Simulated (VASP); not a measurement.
# SiW (F-43m) in VASP: a series of runs

SiW is run at these levels: PBE; tasks: single point, relaxation of cell and atoms.

Program: VASP 6.6.1. These are calculated values, not measurements. Logs are shortened: lines on timing, memory, paths and dates and some standing lists are left out, and cuts for length are marked.

### 1 The cell of the first run

The structure is cubic, space group F-43m (No. 216). Conventional cell: a = 5.581 Å, b = 5.581 Å, c = 5.581 Å, α = 90.00°, β = 90.00°, γ = 90.00°. W (site symmetry -43m) has 4 Si at 2.42 Å within 3.2 Å. Within 3.2 Å of Si (site symmetry -43m) lie 4 W at 2.42 Å.

### 2 Single point, PBE

INCAR reads:

```
SYSTEM = SiW
PREC     = Accurate       ! precision mode
ENCUT    = 520            ! plane-wave cutoff, eV
EDIFF    = 1E-6           ! SCF threshold, eV
ISMEAR   = 0              ! smearing method
SIGMA    = 0.1            ! smearing width, eV
LREAL    = .FALSE.        ! projectors in reciprocal space
LASPH    = .TRUE.         ! aspherical terms in the spheres
NELM     = 60             ! most SCF steps
ALGO     = Normal         ! electronic algorithm
ISIF     = 2              ! what is computed and relaxed
LWAVE    = .FALSE.        ! write WAVECAR
LCHARG   = .FALSE.        ! write CHGCAR
GGA      = PE             ! functional
NBANDS   = 16             ! bands
```

KPOINTS reads:

```
regular mesh
0
G
  6 6 6
  0 0 0
```

POSCAR reads:

```
SiW
1.0
    0.0000000000      2.7905894892      2.7905894892
    2.7905894892      0.0000000000      2.7905894892
    2.7905894892      2.7905894892      0.0000000000
W Si
1 1
Direct
    0.0000000000      0.0000000000      0.0000000000
    0.2500000000      0.2500000000      0.2500000000
```

Potentials or basis: VASP PAW PBE potentials, release 64 (W_sv, Si).

Launch:

```console
cat potpaw_PBE.64/W_sv/POTCAR potpaw_PBE.64/Si/POTCAR > POTCAR
mpirun -np 1 vasp_std > vasp.out
```

OUTCAR:

```text
SYSTEM = SiW
   PREC = Accurate
   ENCUT = 520
   EDIFF = 1E-6
   ISMEAR = 0
   LREAL = .FALSE.
   LASPH = .TRUE.
   NELM = 60
   ISIF = 2
   GGA = PE

 ion  position               nearest neighbor table
   1  0.000  0.000  0.000-   2 2.42   2 2.42   2 2.42   2 2.42
   2  0.250  0.250  0.250-   1 2.42   1 2.42   1 2.42   1 2.42

  LATTYP: Found a face centered cubic cell.
 ALAT       =     5.5811789784

  Lattice vectors:

 A1 = (   0.0000000000,   2.7905894892,   2.7905894892)
 A2 = (   2.7905894892,   0.0000000000,   2.7905894892)
 A3 = (   2.7905894892,   2.7905894892,   0.0000000000)

Analysis of symmetry for initial positions (statically):
=====================================================================
 Subroutine PRICEL returns:
 Original cell was already a primitive cell.

 Routine SETGRP: Setting up the symmetry group for a
 face centered cubic supercell.

 Subroutine GETGRP returns: Found 24 space group operations
 (whereof 24 operations were pure point group operations)
 out of a pool of 48 trial point group operations.

The static configuration has the point symmetry T_d .

Analysis of symmetry for dynamics (positions and initial velocities):
=====================================================================
 Subroutine PRICEL returns:
 Original cell was already a primitive cell.

 Routine SETGRP: Setting up the symmetry group for a
 face centered cubic supercell.

 Subroutine GETGRP returns: Found 24 space group operations
 (whereof 24 operations were pure point group operations)
 out of a pool of 48 trial point group operations.

The dynamic configuration has the point symmetry T_d .

 Subroutine INISYM returns: Found 24 space group operations
 (whereof 24 operations are pure point group operations),
 and found     1 'primitive' translations

----------------------------------------------------------------------------------------

                                     Primitive cell

  volume of cell :      43.4628

  direct lattice vectors                    reciprocal lattice vectors
     0.000000000  2.790589489  2.790589489    -0.179173613  0.179173613  0.179173613
     2.790589489  0.000000000  2.790589489     0.179173613 -0.179173613  0.179173613
     2.790589489  2.790589489  0.000000000     0.179173613  0.179173613 -0.179173613

  length of vectors
     3.946489503  3.946489503  3.946489503     0.310337800  0.310337800  0.310337800

  position of ions in fractional coordinates (direct lattice)
     0.000000000  0.000000000  0.000000000
     0.250000000  0.250000000  0.250000000

  ion indices of the primitive-cell ions
   primitive index   ion index
                 1           1
                 2           2

----------------------------------------------------------------------------------------

 KPOINTS: regular mesh

Automatic generation of k-mesh.
 Grid dimensions read from file:
 generate k-points for:    6    6    6

 Generating k-lattice:

  Cartesian coordinates                     Fractional coordinates (reciprocal lattice)
    -0.029862269  0.029862269  0.029862269     0.166666667  0.000000000  0.000000000
     0.029862269 -0.029862269  0.029862269     0.000000000  0.166666667  0.000000000
     0.029862269  0.029862269 -0.029862269     0.000000000  0.000000000  0.166666667

  Length of vectors
     0.051722967  0.051722967  0.051722967

  Shift w.r.t. Gamma in fractional coordinates (k-lattice)
     0.000000000  0.000000000  0.000000000

 Subroutine IBZKPT returns following result:
 ===========================================

 Found     16 irreducible k-points:

 Following reciprocal coordinates:
            Coordinates               Weight
  0.000000  0.000000  0.000000      1.000000
  0.166667  0.000000  0.000000      8.000000
  0.333333  0.000000  0.000000      8.000000
  0.500000  0.000000  0.000000      4.000000
  0.166667  0.166667  0.000000      6.000000
  0.333333  0.166667  0.000000     24.000000
[... 8 lines left out ...]
 -0.333333  0.333333  0.166667     24.000000
 -0.333333  0.500000  0.166667     12.000000
   k-points           NKPTS =     16   k-points in BZ     NKDIM =     16   number of bands    NBANDS=     16
   number of dos      NEDOS =    301   number of ions     NIONS =      2
   total plane-waves  NPLWV =  27000
   dimension x,y,z NGX =    30 NGY =   30 NGZ =   30
   dimension x,y,z NGXF=    60 NGYF=   60 NGZF=   60
   ions per type =               1   1
   NGX,Y,Z   is equivalent  to a cutoff of  12.64, 12.64, 12.64 a.u.
   NGXF,Y,Z  is equivalent  to a cutoff of  25.28, 25.28, 25.28 a.u.
 SYSTEM =  SiW
   PREC   = accura    normal or accurate (medium, high low for compatibility)
   ISTART =      0    job   : 0-new  1-cont  2-samecut
   ICHARG =      2    charge: 1-file 2-atom 10-const
   ISPIN  =      1    spin polarized calculation?
   LNONCOLLINEAR =      F non collinear calculations
   LSORBIT =      F    spin-orbit coupling
   LASPH  =      T    aspherical Exc in radial PAW
   ENCUT  =  520.0 eV  38.22 Ry    6.18 a.u.   7.34  7.34  7.34*2*pi/ulx,y,z
   NELM   =     60;   NELMIN=  2; NELMDL= -5     # of ELM steps
   EDIFF  = 0.1E-05   stopping-criterion for ELM
   LREAL  =      F    real-space projection
   EDIFFG = 0.1E-04   stopping-criterion for IOM
   NSW    =      0    number of steps for IOM
   IBRION =     -1    ionic relax: 0-MD 1-quasi-New 2-CG
   NFREE  =      0    steps in history (QN), initial steepest desc. (CG)
   ISIF   =      2    stress and relaxation
   ISYM   =      2    0-nonsym 1-usesym 2-fastsym
   POTIM  = 0.5000    time-step for ionic-motion
   TEBEG  =    0.0;   TEEND  =   0.0 temperature during run
   PSTRESS=    0.0 pullay stress
   NELECT =      18.0000    total number of electrons
   NUPDOWN=      -1.0000    fix difference up-down
   EMIN   =  10.00;   EMAX   =-10.00  energy-range for DOS
   EFERMI =   0.00;   METHOD = LEGACY
   ISMEAR =     0;   SIGMA  =   0.10  broadening in eV -4-tet -1-fermi 0-gaus
   EFERMI_NEDOS =   21; number of points for ismear=-14 and -15
   IALGO  =     38    algorithm
   IMIX   =      4    mixing-type and parameters
     AMIX     =   0.40;   BMIX     =  1.00
     AMIX_MAG =   1.60;   BMIX_MAG =  1.00
  volume/ion in A,a.u.               =      21.73       146.65
  Fermi-wavevector in a.u.,A,eV,Ry     =   1.220281  2.305996 20.260229  1.489085
  Thomas-Fermi vector in A             =   2.355503
   LORBIT       =      0    0 simple, 1 ext, 2 COOP (PROOUT), +10 PAW based schemes
   GGA     = PE    functional components
   LHFCALC =     F    Hartree Fock is set to
   AEXX    =    0.0000 exact exchange contribution
   IVDW    =     0    specifies the selected vdW correction
   LEPSILON=     F    determine dielectric tensor
   LRPA    =     F    only Hartree local field effects (RPA)
 non-spin polarized calculation
 Gauss-broadening in eV      SIGMA  =   0.10
  energy-cutoff  :      520.00
  volume of cell :       43.46
 maximum number of plane-waves:      1211
 NGX is ok and might be reduce to    30
   NGX = 15   NGY = 15   NGZ = 15

 number of electron      18.0000001 magnetization

 Free energy of the ion-electron system (eV)
  ---------------------------------------------------
  ext. energy  EPLUGINS =         0.00000000
  ---------------------------------------------------
  free energy    TOTEN  =       -15.43407952 eV

  energy without entropy =      -15.42103511  energy(sigma->0) =      -15.42755732

 E-fermi :   5.6323     XC(G=0): -10.3863

 val. band max:        5.5782919010   @ k =   0.5000   0.1667   0.0000
 cond. band min:       5.6446081476   @ k =  -0.3333   0.3333   0.0000
 fundamental gap:      0.0663162467
 Fermi energy:         5.6322543149

 k-point     1 :       0.0000    0.0000    0.0000
  band No.  band energies     occupation
      1     -68.2507      2.00000
      2     -32.4638      2.00000
      3     -32.4638      2.00000
      4     -32.4638      2.00000
      5      -3.8377      2.00000
      6       2.9586      2.00000
[... 8 lines left out ...]
     15      14.5720      0.00000
     16      14.5720      0.00000

 k-point     2 :       0.1667    0.0000    0.0000
  band No.  band energies     occupation
      1     -68.2504      2.00000
      2     -32.4733      2.00000
      3     -32.4653      2.00000
      4     -32.4653      2.00000
      5      -3.4630      2.00000
      6       2.6413      2.00000
[... 8 lines left out ...]
     15      14.0760      0.00000
     16      14.5684      0.00000

 k-point     3 :       0.3333    0.0000    0.0000
  band No.  band energies     occupation
      1     -68.2500      2.00000
      2     -32.4922      2.00000
      3     -32.4683      2.00000
      4     -32.4683      2.00000
      5      -2.5637      2.00000
      6       2.1574      2.00000
[... 8 lines left out ...]
     15      15.3298      0.00000
     16      15.5281      0.00000

 k-point     4 :       0.5000    0.0000    0.0000
  band No.  band energies     occupation
      1     -68.2498      2.00000
      2     -32.5016      2.00000
      3     -32.4698      2.00000
      4     -32.4698      2.00000
      5      -1.9957      2.00000
      6       2.0037      2.00000
[... 8 lines left out ...]
     15      16.0839      0.00000
     16      16.0839      0.00000

 k-point     5 :       0.1667    0.1667    0.0000
  band No.  band energies     occupation
      1     -68.2503      2.00000
      2     -32.4732      2.00000
      3     -32.4674      2.00000
      4     -32.4674      2.00000
      5      -3.3342      2.00000
      6       2.4753      2.00000
[... 8 lines left out ...]
     15      13.2527      0.00000
     16      15.3143      0.00000

 k-point     6 :       0.3333    0.1667    0.0000
  band No.  band energies     occupation
      1     -68.2500      2.00000
      2     -32.4871      2.00000
      3     -32.4709      2.00000
      4     -32.4707      2.00000
      5      -2.5860      2.00000
      6       2.0872      2.00000
[... 8 lines left out ...]
     15      14.0176      0.00000
     16      15.5680      0.00000

 k-point     7 :       0.5000    0.1667    0.0000
  band No.  band energies     occupation
      1     -68.2497      2.00000
      2     -32.4981      2.00000
      3     -32.4752      2.00000
      4     -32.4719      2.00000
      5      -1.8269      2.00000
      6       2.0582      2.00000
[... 8 lines left out ...]
     15      15.2662      0.00000
     16      16.0809      0.00000

 k-point     8 :      -0.3333    0.1667    0.0000
  band No.  band energies     occupation
      1     -68.2498      2.00000
      2     -32.4951      2.00000
      3     -32.4763      2.00000
      4     -32.4698      2.00000
      5      -2.0296      2.00000
      6       2.1711      2.00000
[... 8 lines left out ...]
     15      14.9552      0.00000
     16      15.6557      0.00000

 k-point     9 :      -0.1667    0.1667    0.0000
  band No.  band energies     occupation
      1     -68.2501      2.00000
      2     -32.4825      2.00000
      3     -32.4715      2.00000
      4     -32.4665      2.00000
      5      -2.8982      2.00000
      6       2.3330      2.00000
[... 8 lines left out ...]
     15      13.6534      0.00000
     16      14.5944      0.00000

 k-point    10 :       0.3333    0.3333    0.0000
  band No.  band energies     occupation
      1     -68.2498      2.00000
      2     -32.4917      2.00000
      3     -32.4746      2.00000
      4     -32.4746      2.00000
      5      -2.0759      2.00000
      6       1.6488      2.00000
[... 8 lines left out ...]
     15      14.5099      0.00000
     16      17.4726      0.00000

 k-point    11 :       0.5000    0.3333    0.0000
  band No.  band energies     occupation
      1     -68.2496      2.00000
      2     -32.4969      2.00000
      3     -32.4803      2.00000
      4     -32.4761      2.00000
      5      -1.4402      2.00000
      6       1.5852      2.00000
[... 8 lines left out ...]
     15      14.7450      0.00000
     16      16.5713      0.00000

 k-point    12 :      -0.3333    0.3333    0.0000
  band No.  band energies     occupation
      1     -68.2496      2.00000
      2     -32.4925      2.00000
      3     -32.4872      2.00000
      4     -32.4737      2.00000
      5      -1.4279      2.00000
      6       2.2235      2.00000
[... 8 lines left out ...]
     15      14.9226      0.00000
     16      15.9156      0.00000

 k-point    13 :       0.5000    0.5000    0.0000
  band No.  band energies     occupation
      1     -68.2495      2.00000
      2     -32.5009      2.00000
      3     -32.4782      2.00000
      4     -32.4782      2.00000
      5      -1.2015      2.00000
      6       1.2122      2.00000
[... 8 lines left out ...]
     15      14.8804      0.00000
     16      16.9407      0.00000

 k-point    14 :       0.5000    0.3333    0.1667
  band No.  band energies     occupation
      1     -68.2497      2.00000
      2     -32.4928      2.00000
      3     -32.4795      2.00000
      4     -32.4729      2.00000
      5      -1.8577      2.00000
      6       1.9747      2.00000
[... 8 lines left out ...]
     15      14.4346      0.00000
     16      15.2701      0.00000

 k-point    15 :      -0.3333    0.3333    0.1667
  band No.  band energies     occupation
      1     -68.2496      2.00000
      2     -32.4944      2.00000
      3     -32.4840      2.00000
      4     -32.4750      2.00000
      5      -1.4276      2.00000
      6       2.3578      2.00000
[... 8 lines left out ...]
     15      15.3598      0.00000
     16      15.4262      0.00000

 k-point    16 :      -0.3333    0.5000    0.1667
  band No.  band energies     occupation
      1     -68.2495      2.00000
      2     -32.4958      2.00000
      3     -32.4834      2.00000
      4     -32.4783      2.00000
      5      -1.2105      2.00000
      6       1.8063      2.00000
[... 8 lines left out ...]
     15      14.7307      0.00000
     16      16.0927      0.00000

------------------------ aborting loop because EDIFF is reached ----------------------------------------

  FORCE on cell =-STRESS in cart. coord.  units (eV):
  Direction    XX          YY          ZZ          XY          YZ          ZX
  --------------------------------------------------------------------------------------
  -------------------------------------------------------------------------------------
  Total        0.0131326      0.0131326      0.0131326     -0.0000000     -0.0000000     -0.0000000
  in kB        0.4841077      0.4841077      0.4841077     -0.0000000     -0.0000000     -0.0000000
  external PRESSURE =       0.4841077 kB  Pullay stress =       0.0000000 kB

 VOLUME and BASIS-vectors are now :
 -----------------------------------------------------------------------------
  energy-cutoff  :      520.00
  volume of cell :       43.46
      direct lattice vectors                 reciprocal lattice vectors
     0.000000000  2.790589489  2.790589489    -0.179173613  0.179173613  0.179173613
     2.790589489  0.000000000  2.790589489     0.179173613 -0.179173613  0.179173613
     2.790589489  2.790589489  0.000000000     0.179173613  0.179173613 -0.179173613

 POSITION                                       TOTAL-FORCE (eV/Angst)
 -----------------------------------------------------------------------------------
      0.00000      0.00000      0.00000        -0.000000     -0.000000     -0.000000
      1.39529      1.39529      1.39529         0.000000      0.000000      0.000000
 -----------------------------------------------------------------------------------
    total drift:                               -0.000000     -0.000000     -0.000000

  FREE ENERGIE OF THE ION-ELECTRON SYSTEM (eV)
  ---------------------------------------------------
  free  energy   TOTEN  =       -15.4340795238 eV

  energy  without entropy=      -15.4210351098  energy(sigma->0) =      -15.42755732
```

Run time: 10 s. Hardware: 1 thread of Intel Xeon Platinum 8259CL at 2.50GHz (Skylake/Cascade Lake), shared host; peak memory 0.16 GiB.

What came out:

```
Free energy            : -15.4341 eV
Pressure               : 0.0 GPa
Band gap on the k mesh : zero (band 9 reaches 6.07 eV, above the bottom of band 10 at 5.49 eV)
```

Caveat: spin-orbit coupling is left out, which moves the levels of the heavy elements.

(Part 1 of 2 ends here.)
